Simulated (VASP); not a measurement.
# HPbNO4 (P2_1) in VASP: further runs, part 2 of 2

VASP 6.6.1. Earlier steps stand in the parts before.

**3. Single point, revPBE**

This run uses another cell than the first one, of 16.08 Å³/atom.

Input file INCAR:

```
SYSTEM = HPbNO4
PREC     = Accurate       ! precision mode
ENCUT    = 520            ! plane-wave cutoff, eV
EDIFF    = 1E-6           ! SCF threshold, eV
ISMEAR   = -1             ! smearing method
SIGMA    = 0.05           ! smearing width, eV
LREAL    = .FALSE.        ! projectors in reciprocal space
LASPH    = .TRUE.         ! aspherical terms in the spheres
NELM     = 60             ! most SCF steps
ALGO     = Normal         ! electronic algorithm
ISIF     = 2              ! what is computed and relaxed
LWAVE    = .FALSE.        ! write WAVECAR
LCHARG   = .FALSE.        ! write CHGCAR
GGA      = RE             ! functional
NBANDS   = 57             ! bands
```

Input file KPOINTS:

```
regular mesh
0
G
  4 5 3
  0 0 0
```

Input file POSCAR:

```
HPbNO4
1.0
    6.5481716003      0.0000000000     -0.0119054221
    0.0000000000      4.3248216339      0.0000000000
   -3.2295175746      0.0000000000      7.9552870499
H Pb N O
2 2 2 8
Direct
    0.2788708697      0.1172345886      0.5003108287
    0.7211291303      0.6172345886      0.4996891713
    0.9839594437      0.6348996095      0.2990487909
    0.0160405563      0.1348996095      0.7009512091
    0.5979395124      0.3469727068      0.7937394595
    0.4020604876      0.8469727068      0.2062605405
    0.1168000823      0.1146357308      0.4500156901
    0.4234777625      0.4351037062      0.8096571418
    0.7845795116      0.4283323076      0.8970418023
    0.5866767351      0.1722963505      0.6688710101
    0.8831999177      0.6146357308      0.5499843099
    0.5765222375      0.9351037062      0.1903428582
    0.2154204884      0.9283323076      0.1029581977
    0.4133232649      0.6722963505      0.3311289899
```

Potentials or basis: VASP PAW PBE potentials, release 64 (H, Pb_d, N, O).

On the command line:

```sh
$ cat potpaw_PBE.64/H/POTCAR potpaw_PBE.64/Pb_d/POTCAR potpaw_PBE.64/N/POTCAR potpaw_PBE.64/O/POTCAR > POTCAR
$ mpirun -np 1 vasp_std > vasp.out
```

It took 7.7 min on 1 thread of Intel Xeon 8259CL, shared host; peak memory 0.45 GiB.

It converged, with:

```
Free energy            : -77.9804 eV
Pressure               : 0.5 GPa
Largest force          : 0.384 eV/Å
Band gap on the k mesh : 3.39 eV (least direct gap 3.43 eV)
```

Forces in eV/Å, atoms in the order of the input:
```
H    0.094  0.002  0.039
H   -0.094  0.002 -0.039
Pb  -0.008 -0.003 -0.014
Pb   0.008 -0.003  0.014
N    0.006 -0.034 -0.047
N   -0.006 -0.034  0.047
O   -0.075  0.000 -0.035
O   -0.363  0.106  0.031
O    0.273  0.105  0.249
O    0.074 -0.177 -0.232
O    0.075  0.000  0.035
O    0.363  0.106 -0.031
O   -0.273  0.105 -0.249
O   -0.074 -0.177  0.232
```

Stress tensor (GPa, compression positive):
```
0.92 0.00 0.18
0.00 0.14 0.00
0.18 0.00 0.44
```

Levels at points of the mesh, in eV from the valence-band top:
| k point | band 42 | band 43 | band 44 | band 45 | band 46 | band 47 |
| --- | --- | --- | --- | --- | --- | --- |
| (0.00, 0.00, 0.00) | -0.24 | -0.15 | -0.07 | 3.48 | 3.62 | 4.46 |
| (0.50, 0.00, 0.00) | -0.50 | -0.18 | -0.02 | 3.70 | 3.71 | 3.97 |

Caveat: the standard files for N, O and F lose accuracy on very short bonds; the PAW data sets were made with another functional, which shifts forces and pressure a little; spin-orbit coupling is left out, which moves the levels of the heavy elements; an odd mesh through Γ misses points on the zone boundary, where band edges can lie.

**4. Single point, PBE+D4**

This run uses another cell than the first one, of 13.54 Å³/atom.

Input file INCAR:

```
ALGO = Normal
EDIFF = 1E-6
ENCUT = 520
GGA = PE
ISIF = 2
ISMEAR = -1
IVDW = 13
LASPH = True
LCHARG = False
LREAL = False
LWAVE = False
NBANDS = 57
NELM = 60
PREC = Accurate
SIGMA = 0.05
```

Input file KPOINTS:

```
k-points
0
Gamma
  4 5 3
```

Input file POSCAR:

```
HPbNO4
1.0
    6.3268164308      0.0000000000      0.0531752722
    0.0000000000      3.9709125868      0.0000000000
   -3.0425220012      0.0000000000      7.5221754412
H Pb N O
2 2 2 8
Direct
    0.3026306928      0.0764483024      0.5186069731
    0.6973693072      0.5764483024      0.4813930269
    0.9851671617      0.5757416631      0.2856675806
    0.0148328383      0.0757416631      0.7143324194
    0.5858892317      0.3844069290      0.7952806774
    0.4141107683      0.8844069290      0.2047193226
    0.1355467653      0.0683574664      0.4607686846
    0.4049445344      0.4859118229      0.8079298232
    0.7755306815      0.4993131358      0.8928966611
    0.5798362265      0.1592956804      0.6800645965
    0.8644532347      0.5683574664      0.5392313154
    0.5950554656      0.9859118229      0.1920701768
    0.2244693185      0.9993131358      0.1071033389
    0.4201637735      0.6592956804      0.3199354035
```

On the command line:

```sh
$ cat potpaw_PBE.64/H/POTCAR potpaw_PBE.64/Pb_d/POTCAR potpaw_PBE.64/N/POTCAR potpaw_PBE.64/O/POTCAR > POTCAR
$ mpirun -np 1 vasp_std > vasp.out
```

It took 9 min on 1 thread of AMD EPYC, shared host; peak memory 0.36 GiB.

It converged, with:

```yaml
Free_energy: -83.0510 eV
Pressure: 0.6 GPa
Largest_force: 0.417 eV/Å
Band_gap_on_the_k_mesh: 3.12 eV (least direct gap 3.24 eV)
Dispersion_energy_per_atom: -0.133 eV
```

Forces on the atoms (eV/Å):
```
H    0.096  0.006  0.047
H   -0.096  0.006 -0.047
Pb  -0.004 -0.004 -0.019
Pb   0.004 -0.004  0.019
N    0.021 -0.042 -0.031
N   -0.021 -0.042  0.031
O   -0.068 -0.003 -0.040
O   -0.397  0.127  0.019
O    0.292  0.144  0.238
O    0.069 -0.228 -0.227
O    0.068 -0.003  0.040
O    0.397  0.127 -0.019
O   -0.292  0.144 -0.238
O   -0.069 -0.228  0.227
```

Stress tensor (GPa, compression positive):
```
1.21 0.00 0.26
0.00 0.27 0.00
0.26 0.00 0.43
```

Levels at points of the mesh, in eV from the valence-band top:
```tsv
k point	band 40	band 41	band 42	band 43	band 44	band 45	band 46	band 47	band 48	band 49
(0.00, 0.00, 0.00)	-1.43	-1.24	-0.43	-0.36	-0.14	3.26	3.43	4.70	4.93	6.11
(0.50, 0.00, 0.00)	-1.33	-1.10	-0.71	-0.41	0.00	3.50	3.51	3.95	4.63	5.43
```

Caveat: the standard files for N, O and F lose accuracy on very short bonds; spin-orbit coupling is left out, which moves the levels of the heavy elements; an odd mesh through Γ misses points on the zone boundary, where band edges can lie.

**5. Single point, B3LYP**

This run uses another cell than the first one, of 14.59 Å³/atom.

Input file POSCAR:

```
HPbNO4
1.0
    6.4345300000      0.0000000000      0.0087200000
    0.0000000000      4.1108900000      0.0000000000
   -3.1488400000      0.0000000000      7.7202600000
H Pb N O
2 2 2 8
Direct
    0.2935600000      0.0966200000      0.5119500000
    0.7064400000      0.5966200000      0.4880500000
    0.9850400000      0.6050500000      0.2926400000
    0.0149600000      0.1050400000      0.7073600000
    0.5923000000      0.3658700000      0.7929000000
    0.4077000000      0.8658700000      0.2071000000
    0.1282400000      0.0919800000      0.4567200000
    0.4141900000      0.4619000000      0.8056400000
    0.7804200000      0.4654400000      0.8940100000
    0.5839600000      0.1626200000      0.6732500000
    0.8717600000      0.5919800000      0.5432800000
    0.5858100000      0.9619000000      0.1943600000
    0.2195800000      0.9654400000      0.1059900000
    0.4160400000      0.6626200000      0.3267500000
```

Input file INCAR.step1:

```
PREC     = Accurate       # precision mode
ENCUT    = 520            # plane-wave cutoff, eV
EDIFF    = 1E-5           # SCF threshold, eV
ISMEAR   = -1             # smearing method
SIGMA    = 0.05           # smearing width, eV
LREAL    = False          # projectors in reciprocal space
LASPH    = True           # aspherical terms in the spheres
NELM     = 120            # most SCF steps
ALGO     = Normal         # electronic algorithm
ISIF     = 2              # what is computed and relaxed
LWAVE    = True           # write WAVECAR
LCHARG   = False          # write CHGCAR
NBANDS   = 57             # bands
GGA      = PE             # functional
GGA_COMPAT= False        
KPAR     = 4
```

Input file INCAR.step2:

```
PREC     = Accurate       # precision mode
ENCUT    = 520            # plane-wave cutoff, eV
EDIFF    = 1E-6           # SCF threshold, eV
ISMEAR   = -1             # smearing method
SIGMA    = 0.05           # smearing width, eV
LREAL    = False          # projectors in reciprocal space
LASPH    = True           # aspherical terms in the spheres
NELM     = 120            # most SCF steps
ALGO     = Normal         # electronic algorithm
ISIF     = 2              # what is computed and relaxed
LWAVE    = False          # write WAVECAR
LCHARG   = False          # write CHGCAR
GGA      = B3             # functional
LHFCALC  = True           # exact exchange
AEXX     = 0.2            # exact-exchange fraction
AGGAX    = 0.72         
AGGAC    = 0.81         
ALDAC    = 0.19         
PRECFOCK = Fast         
NBANDS   = 57             # bands
ISTART   = 1            
GGA_COMPAT= False        
KPAR     = 4
```

Input file KPOINTS:

```
regular mesh
0
Gamma
  2 3 2
```

On the command line:

```sh
$ cat potpaw_PBE.64/H/POTCAR potpaw_PBE.64/Pb_d/POTCAR potpaw_PBE.64/N/POTCAR potpaw_PBE.64/O/POTCAR > POTCAR
$ cp INCAR.step1 INCAR
$ mpirun -np 4 vasp_std > vasp.out
$ cp INCAR.step2 INCAR
$ mpirun -np 4 vasp_std > vasp.out
```

Wall time 12 min (4 MPI ranks of AMD EPYC 7R13 (Zen 3), shared host); peak memory 0.39 GiB.

It converged, with:

* Free energy: -100.9261 eV
* Pressure: -1.0 GPa
* Largest force: 0.449 eV/Å
* Band gap on the k mesh: 5.03 eV (least direct gap 5.19 eV)

Forces on the atoms (eV/Å):
```
H   -0.369 -0.015 -0.203
H    0.369 -0.015  0.203
Pb  -0.050 -0.019  0.031
Pb   0.050 -0.019 -0.031
N    0.006 -0.007 -0.025
N   -0.006 -0.007  0.025
O    0.378 -0.010  0.186
O    0.332 -0.113 -0.040
O   -0.274 -0.123 -0.228
O   -0.097  0.287  0.332
O   -0.378 -0.010 -0.186
O   -0.332 -0.113  0.040
O    0.274 -0.123  0.228
O    0.097  0.287 -0.332
```

Stress tensor (GPa, compression positive):
```
-1.33  0.00 -0.37
 0.00 -0.67  0.00
-0.37  0.00 -0.95
```

Levels at points of the mesh, in eV from the valence-band top:
```
           k point  band 41  band 42  band 43  band 44  band 45  band 46  band 47  band 48
(0.00, 0.00, 0.00)    -1.46    -0.72    -0.64    -0.10     5.09     5.29     6.23     6.50
(0.50, 0.00, 0.00)    -1.26    -0.96    -0.72     0.00     5.38     5.39     5.59     6.12
(0.00, 0.00, 0.50)    -1.43    -0.74    -0.74    -0.11     5.27     5.28     6.20     6.29
(0.50, 0.00, 0.50)    -1.31    -0.82    -0.78    -0.11     5.21     5.36     6.04     6.24
```

Caveat: the k points lie up to 0.53 Å⁻¹ apart; the standard files for N, O and F lose accuracy on very short bonds; the PAW data sets were made with another functional, which shifts forces and pressure a little; spin-orbit coupling is left out, which moves the levels of the heavy elements; an odd mesh through Γ misses points on the zone boundary, where band edges can lie.

**6. Summary**

```csv
level,cell,k mesh,grid for exact exchange (PRECFOCK),share of exact exchange,gap on the mesh (eV),pressure (GPa),largest force (eV/Å)
PBE,"a = 6.304, b = 3.924, c = 8.046 Å, angles 90.0, 110.7, 90.0°, 14 atoms, atomic positions A",4 × 5 × 3,-,-,3.09,2.6,0.42
revPBE,"a = 6.548, b = 4.325, c = 8.586 Å, angles 90.0, 112.2, 90.0°, 14 atoms, atomic positions B",4 × 5 × 3,-,-,3.39,0.5,0.38
PBE+D4,"a = 6.327, b = 3.971, c = 8.114 Å, angles 90.0, 111.5, 90.0°, 14 atoms, atomic positions C",4 × 5 × 3,-,-,3.12,0.6,0.42
B3LYP,"a = 6.435, b = 4.111, c = 8.338 Å, angles 90.0, 112.1, 90.0°, 14 atoms, atomic positions D",2 × 3 × 2,Fast,0.2,5.03,-1.0,0.45
```

Alike in all rows: task single point; potentials or basis VASP PAW PBE potentials, release 64 (H, Pb_d, N, O); no spin polarisation; cutoff (eV) 520; smearing fermi-dirac 0.05 eV.

Caveats: some runs use coarse meshes; the standard files for N, O and F lose accuracy on very short bonds; spin-orbit coupling is left out, which moves the levels of the heavy elements; an odd mesh through Γ misses points on the zone boundary, where band edges can lie; the PAW data sets were made with another functional, which shifts forces and pressure a little (at least some runs).

Total energies depend on the potentials used, so only differences within one code and one set of settings carry meaning.
